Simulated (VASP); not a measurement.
A run of VASP 6.6.1:

File INCAR:

```
SYSTEM = TiCo
PREC     = Accurate       ! precision mode
ENCUT    = 600            ! plane-wave cutoff, eV
EDIFF    = 1E-6           ! SCF threshold, eV
ISMEAR   = -1             ! smearing method
SIGMA    = 0.05           ! smearing width, eV
LREAL    = .FALSE.        ! projectors in reciprocal space
LASPH    = .TRUE.         ! aspherical terms in the spheres
NELM     = 200            ! most SCF steps
ALGO     = Normal         ! electronic algorithm
ISIF     = 2              ! what is computed and relaxed
LWAVE    = .FALSE.        ! write WAVECAR
LCHARG   = .TRUE.         ! write CHGCAR
ISPIN    = 2              ! spin polarisation
MAGMOM   = 3 1.5          ! initial moments
LORBIT   = 11             ! projections on sites
NUPDOWN  = 4.5            ! fixed moment
LMAXMIX  = 4              ! l up to which the mixer works
GGA      = PS             ! functional
LELF     = .TRUE.         ! ELF
LVHAR    = .TRUE.       
NBANDS   = 26             ! bands
GGA_COMPAT= .FALSE.
```

KPOINTS

```
regular mesh
0
G
  8 8 8
  0 0 0
```

File POSCAR:

```
TiCo
1.0
    2.9861109900      0.0000000000      0.0000000000
    0.0000000000      2.9861109900      0.0000000000
    0.0000000000      0.0000000000      2.9861109900
Co Ti
1 1
Direct
    0.5000000000      0.5000000000      0.5000000000
    0.0000000000      0.0000000000      0.0000000000
```

Potentials or basis: VASP PAW PBE potentials, release 64 (Co_sv, Ti_sv).

The run is started by

```bash
$ cat potpaw_PBE.64/Co_sv/POTCAR potpaw_PBE.64/Ti_sv/POTCAR > POTCAR
$ mpirun -np 1 vasp_std > vasp.out
```

Hardware: 1 thread of Intel(R) Xeon(R) Platinum 8488C (Sapphire Rapids), on a shared host.

**Question.** How long does it take, and how much memory?

**Answer.** Wall time 29 s on 1 thread of Intel(R) Xeon(R) Platinum 8488C (Sapphire Rapids) (shared host), peak memory 0.18 GiB. Counts: scf iterations 15, k points 35.
